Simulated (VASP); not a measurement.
# Mo (Im-3m) in VASP: single point with PBE

Aim: the single point of Mo with PBE.

Program: VASP 6.6.1. These are calculated values, not measurements. Logs are shortened: lines on timing, memory, paths and dates and some standing lists are left out, and cuts for length are marked.

## 1. The cell of the first run

Symmetry: Im-3m, No. 229, cubic system. The conventional cell has a = 3.147 Å, b = 3.147 Å, c = 3.147 Å, α = 90.00°, β = 90.00°, γ = 90.00°. Within 3.6 Å of Mo (site symmetry m-3m) lie 14 Mo at 2.73 to 3.15 Å.

## 2. Single point, PBE

Contents of INCAR:

```
  ALGO = Normal
  EDIFF = 1E-7
  ENCUT = 520
  GGA = PE
  ISIF = 2
  ISMEAR = -1
  LASPH = True
  LCHARG = False
  LREAL = False
  LWAVE = False
  NBANDS = 13
  NELM = 60
  PREC = Accurate
  SIGMA = 0.025
```

Contents of KPOINTS:

```
k-points
0
Gamma
  16 16 16
```

Contents of POSCAR:

```
Mo
1.0
   -1.5734150000      1.5734150000      1.5734150000
    1.5734150000     -1.5734150000      1.5734150000
    1.5734150000      1.5734150000     -1.5734150000
Mo
1
Direct
    0.0000000000      0.0000000000      0.0000000000
```

Potentials or basis: VASP PAW PBE potentials, release 64 (Mo_sv).

Command:

```
$ cat potpaw_PBE.64/Mo_sv/POTCAR > POTCAR
$ mpirun -np 1 vasp_std > vasp.out
```

OUTCAR:

```text
EDIFF = 1E-7
   ENCUT = 520
   GGA = PE
   ISIF = 2
   ISMEAR = -1
   LASPH = True
   LREAL = False
   NELM = 60
   PREC = Accurate

 ion  position               nearest neighbor table
   1  0.000  0.000  0.000-

  LATTYP: Found a body centered cubic cell.
 ALAT       =     3.1468300000

  Lattice vectors:

 A1 = (  -1.5734150000,   1.5734150000,   1.5734150000)
 A2 = (   1.5734150000,  -1.5734150000,   1.5734150000)
 A3 = (   1.5734150000,   1.5734150000,  -1.5734150000)

Analysis of symmetry for initial positions (statically):
=====================================================================
 Subroutine PRICEL returns:
 Original cell was already a primitive cell.

 Routine SETGRP: Setting up the symmetry group for a
 body centered cubic supercell.

 Subroutine GETGRP returns: Found 48 space group operations
 (whereof 48 operations were pure point group operations)
 out of a pool of 48 trial point group operations.

The static configuration has the point symmetry O_h .

Analysis of symmetry for dynamics (positions and initial velocities):
=====================================================================
 Subroutine PRICEL returns:
 Original cell was already a primitive cell.

 Routine SETGRP: Setting up the symmetry group for a
 body centered cubic supercell.

 Subroutine GETGRP returns: Found 48 space group operations
 (whereof 48 operations were pure point group operations)
 out of a pool of 48 trial point group operations.

The dynamic configuration has the point symmetry O_h .

 Subroutine INISYM returns: Found 48 space group operations
 (whereof 48 operations are pure point group operations),
 and found     1 'primitive' translations

----------------------------------------------------------------------------------------

                                     Primitive cell

  volume of cell :      15.5808

  direct lattice vectors                    reciprocal lattice vectors
    -1.573415000  1.573415000  1.573415000     0.000000000  0.317780115  0.317780115
     1.573415000 -1.573415000  1.573415000     0.317780115  0.000000000  0.317780115
     1.573415000  1.573415000 -1.573415000     0.317780115  0.317780115  0.000000000

  length of vectors
     2.725234721  2.725234721  2.725234721     0.449408949  0.449408949  0.449408949

  position of ions in fractional coordinates (direct lattice)
     0.000000000  0.000000000  0.000000000

  ion indices of the primitive-cell ions
[... 74 lines left out ...]
   EDIFF  = 0.1E-06   stopping-criterion for ELM
   LREAL  =      F    real-space projection
   EDIFFG = 0.1E-05   stopping-criterion for IOM
   NSW    =      0    number of steps for IOM
   IBRION =     -1    ionic relax: 0-MD 1-quasi-New 2-CG
   NFREE  =      0    steps in history (QN), initial steepest desc. (CG)
   ISIF   =      2    stress and relaxation
   ISYM   =      2    0-nonsym 1-usesym 2-fastsym
   POTIM  = 0.5000    time-step for ionic-motion
   TEBEG  =    0.0;   TEEND  =   0.0 temperature during run
   PSTRESS=    0.0 pullay stress
   NELECT =      14.0000    total number of electrons
   NUPDOWN=      -1.0000    fix difference up-down
   EMIN   =  10.00;   EMAX   =-10.00  energy-range for DOS
   EFERMI =   0.00;   METHOD = LEGACY
   ISMEAR =    -1;   SIGMA  =   0.03  broadening in eV -4-tet -1-fermi 0-gaus
   EFERMI_NEDOS =   21; number of points for ismear=-14 and -15
   IALGO  =     38    algorithm
   IMIX   =      4    mixing-type and parameters
     AMIX     =   0.40;   BMIX     =  1.00
     AMIX_MAG =   1.60;   BMIX_MAG =  1.00
  volume/ion in A,a.u.               =      15.58       105.14
  Fermi-wavevector in a.u.,A,eV,Ry     =   1.579747  2.985289 33.954710  2.495601
  Thomas-Fermi vector in A             =   2.680079
   LORBIT       =      0    0 simple, 1 ext, 2 COOP (PROOUT), +10 PAW based schemes
   GGA     = PE    functional components
[... 5 lines left out ...]
 non-spin polarized calculation
  energy-cutoff  :      520.00
  volume of cell :       15.58
 maximum number of plane-waves:       430
   NGX = 11   NGY = 11   NGZ = 11

 number of electron      14.0000001 magnetization

 Free energy of the ion-electron system (eV)
  ---------------------------------------------------
  ext. energy  EPLUGINS =         0.00000000
  ---------------------------------------------------
  free energy    TOTEN  =       -10.93793692 eV

  energy without entropy =      -10.93721593  energy(sigma->0) =      -10.93757643

 E-fermi :  12.6569     XC(G=0): -13.4076

 val. band max:       12.6345447832   @ k =  -0.1875   0.1875   0.0625
 cond. band min:      12.6575051382   @ k =   0.3750   0.0000   0.0000
 fundamental gap:      0.0229603550
 Fermi energy:        12.6568911827

 k-point     1 :       0.0000    0.0000    0.0000
  band No.  band energies     occupation
      1     -48.6270      2.00000
      2     -21.8862      2.00000
      3     -21.8862      2.00000
      4     -21.8862      2.00000
      5       5.3995      2.00000
      6      11.2807      2.00000
      7      11.2807      2.00000
      8      11.2807      2.00000
      9      14.3181      0.00000
     10      14.3181      0.00000
     11      27.4828      0.00000
     12      27.4828      0.00000
     13      27.4828      0.00000
[... 354 lines left out ...]
  band No.  band energies     occupation
      1     -48.3902      2.00000
      2     -22.9963      2.00000
      3     -22.3458      2.00000
      4     -22.0088      2.00000
      5       8.4585      2.00000
      6       9.7203      2.00000
      7      10.8389      2.00000
      8      13.7452      0.00000
      9      15.0829      0.00000
     10      17.2997      0.00000
     11      25.9101      0.00000
     12      27.3863      0.00000
     13      30.3054      0.00000

 [... further k-points ...]

------------------------ aborting loop because EDIFF is reached ----------------------------------------

  FORCE on cell =-STRESS in cart. coord.  units (eV):
  Direction    XX          YY          ZZ          XY          YZ          ZX
  --------------------------------------------------------------------------------------
  -------------------------------------------------------------------------------------
  Total        0.3791862      0.3791862      0.3791862     -0.0000000      0.0000000      0.0000000
  in kB       38.9917953     38.9917953     38.9917953     -0.0000000      0.0000000      0.0000000
  external PRESSURE =      38.9917953 kB  Pullay stress =       0.0000000 kB

 VOLUME and BASIS-vectors are now :
 -----------------------------------------------------------------------------
  energy-cutoff  :      520.00
  volume of cell :       15.58
      direct lattice vectors                 reciprocal lattice vectors
    -1.573415000  1.573415000  1.573415000     0.000000000  0.317780115  0.317780115
     1.573415000 -1.573415000  1.573415000     0.317780115  0.000000000  0.317780115
     1.573415000  1.573415000 -1.573415000     0.317780115  0.317780115  0.000000000

 POSITION                                       TOTAL-FORCE (eV/Angst)
 -----------------------------------------------------------------------------------
      0.00000      0.00000      0.00000         0.000000      0.000000      0.000000
 -----------------------------------------------------------------------------------
    total drift:                                0.000000     -0.000000      0.000000

  FREE ENERGIE OF THE ION-ELECTRON SYSTEM (eV)
  ---------------------------------------------------
  free  energy   TOTEN  =       -10.9379369232 eV

  energy  without entropy=      -10.9372159309  energy(sigma->0) =      -10.93757643
```

OSZICAR:

```text
N       E                     dE             d eps       ncg     rms          rms(c)
DAV:   1     0.922671351955E+02    0.92267E+02   -0.81206E+03  3823   0.111E+03
DAV:   2    -0.104424097861E+02   -0.10271E+03   -0.98658E+02  4270   0.311E+02
DAV:   3    -0.115895296600E+02   -0.11471E+01   -0.11448E+01  4230   0.327E+01
DAV:   4    -0.115921683357E+02   -0.26387E-02   -0.26386E-02  4225   0.190E+00
DAV:   5    -0.115921849344E+02   -0.16599E-04   -0.16600E-04  4250   0.135E-01    0.148E+01
DAV:   6    -0.110176738769E+02    0.57451E+00   -0.71101E-01  3865   0.104E+01    0.406E+00
DAV:   7    -0.109414240270E+02    0.76250E-01   -0.13702E-01  4195   0.435E+00    0.924E-01
DAV:   8    -0.109378545283E+02    0.35695E-02   -0.39666E-03  3910   0.802E-01    0.182E-01
DAV:   9    -0.109379285354E+02   -0.74007E-04   -0.85670E-05  4450   0.113E-01    0.797E-02
DAV:  10    -0.109379369007E+02   -0.83652E-05   -0.12162E-05  3890   0.411E-02    0.596E-03
DAV:  11    -0.109379371116E+02   -0.21094E-06   -0.11015E-07  3274   0.373E-03    0.124E-03
DAV:  12    -0.109379369199E+02    0.19167E-06   -0.13422E-08  1995   0.152E-03    0.846E-05
DAV:  13    -0.109379369232E+02   -0.32439E-08   -0.13035E-09  1970   0.452E-04
   1 F= -.10937937E+02 E0= -.10937576E+02  d E =-.720992E-03
```

stdout:

```text
POSCAR found type information on POSCAR Mo
 POSCAR found :  1 types and       1 ions
 scaLAPACK will be used
 LDA part: xc-table for (Slater+PW92), standard interpolation
 POSCAR, INCAR and KPOINTS ok, starting setup
 FFT: planning ... GRIDC
 FFT: planning ... GRID_SOFT
 FFT: planning ... GRID
 WAVECAR not read
 entering main loop
```

Run time: 46 s. Hardware: 1 thread of AMD EPYC 7R13, shared host; peak memory 0.11 GiB.

Results:

| Quantity | Value |
| --- | --- |
| Free energy | -10.9379 eV |
| Pressure | 3.9 GPa |
| Band gap on the k mesh | zero (band 7 reaches 16.65 eV, above the bottom of band 8 at 11.28 eV) |

Levels at points of the mesh, in eV from the Fermi level:
```
           k point  band 5  band 6  band 7  band 8  band 9  band 10
(0.00, 0.00, 0.00)   -7.26   -1.38   -1.38   -1.38    1.66     1.66
(0.50, 0.00, 0.00)   -5.35   -3.42    1.63    1.69    2.32     4.76
(0.50, 0.50, 0.50)   -5.47   -5.47    3.99    3.99    3.99     9.08
```
